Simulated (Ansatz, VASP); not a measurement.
One calculation of CdS, two programs

```
CELL_PARAMETERS angstrom
0.00000 2.91000 2.91000
2.91000 0.00000 2.91000
2.91000 2.91000 0.00000
ATOMIC_POSITIONS crystal
Cd 0.00000 0.00000 0.00000
S 0.75000 0.75000 0.75000
```

Alike in both runs: task electric field gradients; functional LDA; k mesh 9 × 9 × 9; occupations fermi-dirac, width 0.03 eV; no spin polarisation.

|  | VASP | Ansatz |
| --- | --- | --- |
| version | VASP 6.6.1 | Ansatz 0.2.0 |
| potentials or method | VASP PAW LDA potentials, release 64 (Cd, S) | PAW with Ansatz's default frozen-core files, scalar-relativistic |
| plane-wave cutoff (eV) | 520 | 420 |
| valence electrons in the cell | 18 | 26 |

|  | VASP | Ansatz | Ansatz less VASP |
| --- | --- | --- | --- |
| pressure (GPa) | -1.6 | -2.1 | -0.48 |

LDA's correlation is that of Perdew and Zunger in VASP and of Perdew and Wang (1992) in Ansatz. VASP's potentials hold 18 valence electrons a cell and Ansatz's 26, so a difference there can come from the potentials and not from the codes.
